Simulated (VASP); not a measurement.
A run of VASP 6.6.1 is set up as follows.

File INCAR:

```
PREC     = Accurate       # precision mode
ENCUT    = 520            # plane-wave cutoff, eV
EDIFF    = 1E-6           # SCF threshold, eV
ISMEAR   = -1             # smearing method
SIGMA    = 0.118          # smearing width, eV
LREAL    = False          # projectors in reciprocal space
LASPH    = True           # aspherical terms in the spheres
NELM     = 80             # most SCF steps
ALGO     = Normal         # electronic algorithm
ISIF     = 2              # what is computed and relaxed
LWAVE    = False          # write WAVECAR
LCHARG   = False          # write CHGCAR
GGA      = PE             # functional
NBANDS   = 25             # bands
```

KPOINTS

```
regular mesh
0
Gamma
  9 9 9
```

Contents of POSCAR:

```
Sb2O
1.0
    1.7539590000      3.0379410000      0.0000000000
   -1.7539590000      3.0379410000      0.0000000000
    0.0000000000     -2.0252940000     12.5843390000
Sb O
4 2
Direct
    0.2900000000      0.2900000000      0.8700000000
    0.7100000000      0.7100000000      0.1300000000
    0.1230000000      0.1230000000      0.3690000000
    0.8770000000      0.8770000000      0.6310000000
    0.4170000000      0.4170000000      0.2510000000
    0.5830000000      0.5830000000      0.7490000000
```

Potentials or basis: VASP PAW PBE potentials, release 64 (Sb, O).

Run with:

```bash
$ cat potpaw_PBE.64/Sb/POTCAR potpaw_PBE.64/O/POTCAR > POTCAR
$ mpirun -np 1 vasp_std > vasp.out
```

Estimate the pressure.

-3.1 GPa.

Predict the largest force.

1.114 eV/Å.

Stress tensor (GPa, compression positive):
```
-5.20  0.00  0.00
 0.00 -5.20  0.00
 0.00  0.00  1.13
```

Caveat: the stress differs along the axes, from -5 to 1 GPa; forces of over 1 eV/Å act on the atoms, so gaps and moduli don't describe the material at rest.
